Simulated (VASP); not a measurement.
Runs of VASP 6.6.1 on Sn. The structure is that of space group Fd-3m (No. 227), or close to it. The cells are those of the table. 

| cell | gap on the mesh (eV) | pressure (GPa) |
| --- | --- | --- |
| a = 4.691 Å, angles 60.0°, 2 atoms | none | -1.7 |
| a = 4.633 Å, angles 60.0°, 2 atoms | none | (b) |
| a = 4.511 Å, angles 60.0°, 2 atoms | none | (a) |
| a = 4.573 Å, angles 60.0°, 2 atoms | none | 1.4 |
| a = 4.447 Å, angles 60.0°, 2 atoms | none | 6.4 |

Alike in all rows: task single point; level PBEsol; potentials or basis VASP PAW PBE potentials, release 64 (Sn_d); no spin polarisation; k mesh 8 × 8 × 8; cutoff (eV) 520; smearing methfessel-paxton 0.1 eV.

Q: Estimate the missing entries.

A: (a) 3.7; (b) -0.3.

Caveats: the PAW data sets were made with another functional, which shifts forces and pressure a little; spin-orbit coupling is left out, which moves the levels of the heavy elements.

A k mesh can miss the band edges, and the runs leave out spin-orbit coupling on Sn.

A gap of «none» marks levels without a gap at the run's occupations.
